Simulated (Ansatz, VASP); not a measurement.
**Sb: VASP beside Ansatz**

INCAR

```
PREC = Accurate ; ENCUT = 500
EDIFF = 1E-6 ; ISMEAR = -1
SIGMA = 0.08 ; LREAL = False
LASPH = True ; NELM = 120
ALGO = Normal ; ISIF = 2
LWAVE = False ; LCHARG = False
GGA = PE ; NBANDS = 8
GGA_COMPAT = False
```

Contents of KPOINTS:

```
regular mesh
0
Gamma
  12 12 12
```

Contents of POSCAR:

```
Sb
1.0
    3.0960408524      0.0000000000      0.0000000000
    0.0000000000      3.0960408524      0.0000000000
    0.0000000000      0.0000000000      3.0960408524
Sb
1
Direct
    0.0000000000      0.0000000000      0.0000000000
```

Input for Ansatz:

```yaml
crystal:
  lattice:
    - [3.0960408524, 0.0, 0.0]
    - [0.0, 3.0960408524, 0.0]
    - [0.0, 0.0, 3.0960408524]
  atoms:
    - { symbol: Sb, position: [0.0, 0.0, 0.0] }
kpoints:
  mp_grid: { grid: [12, 12, 12] }
scf:
  occupations: { method: fermi_dirac, width: 0.08 }
hamiltonian:
  xc: pbe
  pseudopotentials: { kind: all_electron, lapw: { basis_error: 0.001 } }
output:
  forces: true
  stress: true
  eigenvalues: true
```

Change from the starting cell: volume scaled by 0.9405.

Alike in both runs: task single point; functional PBE; k mesh 12 × 12 × 12; occupations fermi-dirac, width 0.08 eV; no spin polarisation.

|  | VASP | Ansatz |
| --- | --- | --- |
| version | VASP 6.6.1 | Ansatz 0.2.0 |
| potentials or method | VASP PAW PBE potentials, release 64 (Sb), cutoff 500 eV | all-electron LAPW, scalar-relativistic |

|  | VASP | Ansatz | Ansatz less VASP |
| --- | --- | --- | --- |
| pressure (GPa) | 0.8 | 0.8 | +0.03 |

Ansatz ran all-electron here, and VASP with PAW potentials.

Spin-orbit coupling is off throughout.
